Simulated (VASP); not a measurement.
# NbAs (wurtzite type) (P6_3mc) in VASP: further runs, part 2 of 2

VASP 6.6.1. The steps go on from the part before.

## 3. Electric field gradients, PBE

File INCAR:

```
SYSTEM = NbAs
PREC = Accurate
ENCUT = 520
EDIFF = 1E-8
ISMEAR = -1
SIGMA = 0.08
LREAL = .FALSE.
LASPH = .TRUE.
NELM = 60
ALGO = Normal
ISIF = 2
LWAVE = .FALSE.
LCHARG = .FALSE.
GGA = PE
LEFG = .TRUE.
NBANDS = 26
```

File KPOINTS:

```
Automatic mesh
0
G
  9 9 5
  0 0 0
```

File POSCAR:

```
NbAs
1.0
    3.3999760739      0.0000000000      0.0000000000
   -1.6999880370      2.9444656523      0.0000000000
    0.0000000000      0.0000000000      8.3619386756
Nb As
2 2
Direct
    0.3333333333      0.6666666667      0.0366264394
    0.6666666667      0.3333333333      0.5366264394
    0.3333333333      0.6666666667      0.3393735606
    0.6666666667      0.3333333333      0.8393735606
```

Potentials or basis: VASP PAW PBE potentials, release 64 (Nb_sv, As).

The run is started by

```
$ cat potpaw_PBE.64/Nb_sv/POTCAR potpaw_PBE.64/As/POTCAR > POTCAR
$ mpirun -np 1 vasp_std > vasp.out
```

OUTCAR:

```text
SYSTEM = NbAs
   PREC = Accurate
   ENCUT = 520
   EDIFF = 1E-8
   ISMEAR = -1
   LREAL = .FALSE.
   LASPH = .TRUE.
   NELM = 60
   ISIF = 2
   GGA = PE

 ion  position               nearest neighbor table
   1  0.333  0.667  0.037-   3 2.53   4 2.56   4 2.56   4 2.56
   2  0.667  0.333  0.537-   4 2.53   3 2.56   3 2.56   3 2.56
   3  0.333  0.667  0.339-   1 2.53   2 2.56   2 2.56   2 2.56
   4  0.667  0.333  0.839-   2 2.53   1 2.56   1 2.56   1 2.56

  LATTYP: Found a hexagonal cell.
 ALAT       =     3.3999760739
 C/A-ratio  =     2.4594110352

  Lattice vectors:

 A1 = (   3.3999760739,   0.0000000000,   0.0000000000)
 A2 = (  -1.6999880370,   2.9444656523,   0.0000000000)
 A3 = (   0.0000000000,   0.0000000000,   8.3619386756)

Analysis of symmetry for initial positions (statically):
=====================================================================
 Subroutine PRICEL returns:
 Original cell was already a primitive cell.

 Routine SETGRP: Setting up the symmetry group for a
 hexagonal supercell.

 Subroutine GETGRP returns: Found 12 space group operations
 (whereof  6 operations were pure point group operations)
 out of a pool of 24 trial point group operations.

The static configuration has the point symmetry C_3v.
 The point group associated with its full space group is C_6v.

Analysis of symmetry for dynamics (positions and initial velocities):
=====================================================================
 Subroutine PRICEL returns:
 Original cell was already a primitive cell.

 Routine SETGRP: Setting up the symmetry group for a
 hexagonal supercell.

 Subroutine GETGRP returns: Found 12 space group operations
 (whereof  6 operations were pure point group operations)
 out of a pool of 24 trial point group operations.

The dynamic configuration has the point symmetry C_3v.
 The point group associated with its full space group is C_6v.

 Subroutine INISYM returns: Found 12 space group operations
 (whereof  6 operations are pure point group operations),
 and found     1 'primitive' translations

----------------------------------------------------------------------------------------

                                     Primitive cell

  volume of cell :      83.7123

  direct lattice vectors                    reciprocal lattice vectors
     3.399976074  0.000000000  0.000000000     0.294119717  0.169810098  0.000000000
    -1.699988037  2.944465652  0.000000000     0.000000000  0.339620195  0.000000000
     0.000000000  0.000000000  8.361938676     0.000000000  0.000000000  0.119589492

  length of vectors
     3.399976074  3.399976074  8.361938676     0.339620195  0.339620195  0.119589492

  position of ions in fractional coordinates (direct lattice)
     0.333333333  0.666666667  0.036626439
     0.666666667  0.333333333  0.536626439
     0.333333333  0.666666667  0.339373561
     0.666666667  0.333333333  0.839373561

  ion indices of the primitive-cell ions
   primitive index   ion index
                 1           1
                 2           2
                 3           3
[... 88 lines left out ...]
   ISMEAR =    -1;   SIGMA  =   0.08  broadening in eV -4-tet -1-fermi 0-gaus
   EFERMI_NEDOS =   21; number of points for ismear=-14 and -15
   IALGO  =     38    algorithm
   IMIX   =      4    mixing-type and parameters
     AMIX     =   0.40;   BMIX     =  1.00
     AMIX_MAG =   1.60;   BMIX_MAG =  1.00
  volume/ion in A,a.u.               =      20.93       141.23
  Fermi-wavevector in a.u.,A,eV,Ry     =   1.235699  2.335132 20.775430  1.526951
  Thomas-Fermi vector in A             =   2.370337
   LORBIT       =      0    0 simple, 1 ext, 2 COOP (PROOUT), +10 PAW based schemes
   GGA     = PE    functional components
   LHFCALC =     F    Hartree Fock is set to
   AEXX    =    0.0000 exact exchange contribution
   IVDW    =     0    specifies the selected vdW correction
   LEPSILON=     F    determine dielectric tensor
   LRPA    =     F    only Hartree local field effects (RPA)
 non-spin polarized calculation
  energy-cutoff  :      520.00
  volume of cell :       83.71
 maximum number of plane-waves:      2281
 NGX is ok and might be reduce to    28
   NGX = 13   NGY = 13   NGZ = 31

 number of electron      36.0000001 magnetization

 Free energy of the ion-electron system (eV)
  ---------------------------------------------------
  ext. energy  EPLUGINS =         0.00000000
  ---------------------------------------------------
  free energy    TOTEN  =       -29.43561978 eV

  energy without entropy =      -29.37925343  energy(sigma->0) =      -29.40743660

 E-fermi :   7.1662     XC(G=0): -10.8367

 val. band max:        7.1629782708   @ k =   0.2222   0.2222   0.4000
 cond. band min:       7.1853807039   @ k =   0.1111  -0.0000   0.0000
 fundamental gap:      0.0224024331
 Fermi energy:         7.1662034553

 k-point     1 :       0.0000    0.0000    0.0000
  band No.  band energies     occupation
      1     -47.7573      2.00000
      2     -47.7567      2.00000
      3     -23.9237      2.00000
      4     -23.8890      2.00000
      5     -23.6899      2.00000
      6     -23.6899      2.00000
[... 685 lines left out ...]
     25      11.6377      0.00000
     26      11.6377      0.00000

 [... further k-points ...]

------------------------ aborting loop because EDIFF is reached ----------------------------------------

  FORCE on cell =-STRESS in cart. coord.  units (eV):
  Direction    XX          YY          ZZ          XY          YZ          ZX
  --------------------------------------------------------------------------------------
  -------------------------------------------------------------------------------------
  Total       -0.0247560     -0.0247560      0.0442946      0.0000000      0.0000000      0.0000000
  in kB       -0.4738067     -0.4738067      0.8477583      0.0000000      0.0000000      0.0000000
  external PRESSURE =      -0.0332851 kB  Pullay stress =       0.0000000 kB

 VOLUME and BASIS-vectors are now :
 -----------------------------------------------------------------------------
  energy-cutoff  :      520.00
  volume of cell :       83.71
      direct lattice vectors                 reciprocal lattice vectors
     3.399976074  0.000000000  0.000000000     0.294119717  0.169810098  0.000000000
    -1.699988037  2.944465652  0.000000000     0.000000000  0.339620195  0.000000000
     0.000000000  0.000000000  8.361938676     0.000000000  0.000000000  0.119589492

 POSITION                                       TOTAL-FORCE (eV/Angst)
 -----------------------------------------------------------------------------------
     -0.00000      1.96298      0.30627         0.000000      0.000000      0.007775
      1.69999      0.98149      4.48724         0.000000      0.000000      0.007775
     -0.00000      1.96298      2.83782         0.000000      0.000000     -0.007775
      1.69999      0.98149      7.01879         0.000000      0.000000     -0.007775
 -----------------------------------------------------------------------------------
    total drift:                               -0.000000      0.000000      0.001037

  FREE ENERGIE OF THE ION-ELECTRON SYSTEM (eV)
  ---------------------------------------------------
  free  energy   TOTEN  =       -29.4356197767 eV

  energy  without entropy=      -29.3792534269  energy(sigma->0) =      -29.40743660

 Electric field gradients (V/A^2)
---------------------------------------------------------------------
 ion       V_xx      V_yy      V_zz      V_xy      V_xz      V_yz
---------------------------------------------------------------------
   1      24.257    24.258   -48.515     0.000     0.000    -0.000
   2      24.257    24.258   -48.515     0.000    -0.000     0.000
   3      54.564    54.564  -109.127     0.000    -0.000     0.000
   4      54.564    54.564  -109.127     0.000     0.000    -0.000
---------------------------------------------------------------------

 Electric field gradients after diagonalization (V/A^2)
 (convention: |V_zz| > |V_xx| > |V_yy|)
----------------------------------------------------------------------
 ion       V_xx      V_yy      V_zz     asymmetry (V_yy - V_xx)/ V_zz
----------------------------------------------------------------------
   1      24.258    24.257   -48.515       0.000
   2      24.258    24.257   -48.515       0.000
   3      54.564    54.564  -109.127       0.000
   4      54.564    54.564  -109.127       0.000
----------------------------------------------------------------------

           NMR quadrupolar parameters

 Cq : quadrupolar parameter    Cq=e*Q*V_zz/h
 eta: asymmetry parameters     (V_yy - V_xx)/ V_zz
 Q  : nuclear electric quadrupole moment in mb (millibarn)
----------------------------------------------------------------------
 ion       Cq(MHz)       eta       Q (mb)
----------------------------------------------------------------------
   1      -0.117       0.000       1.000
   2      -0.117       0.000       1.000
   3      -0.264       0.000       1.000
   4      -0.264       0.000       1.000
----------------------------------------------------------------------
```

It took 1.7 min on 1 thread of Intel Xeon Platinum 8375C at 2.90GHz (Ice Lake), shared host; peak memory 0.25 GiB.

Results:

| Item | Value |
| --- | --- |
| Free energy | -29.4356 eV |
| Pressure | 0.0 GPa |
| Largest force | 0.008 eV/Å |
| Band gap on the k mesh | zero (bands 18 and 19 overlap by 0.09 eV) |
| Largest electric field gradient by atom | Nb -48.5; As -109.1 V/Å² |

Forces on the atoms (eV/Å):
```
Nb   0.000  0.000  0.008
Nb   0.000  0.000  0.008
As   0.000  0.000 -0.008
As   0.000  0.000 -0.008
```

Electric field gradients, principal values (V/Å²):
```
atom   least  middle  greatest (by size)
1 Nb  24.257  24.258             -48.515
2 Nb  24.257  24.258             -48.515
3 As  54.564  54.564            -109.127
4 As  54.564  54.564            -109.127
```

Caveat: without QUAD_EFG the Cq values of the log hold for a quadrupole moment of 1 mb, not for the nuclei.
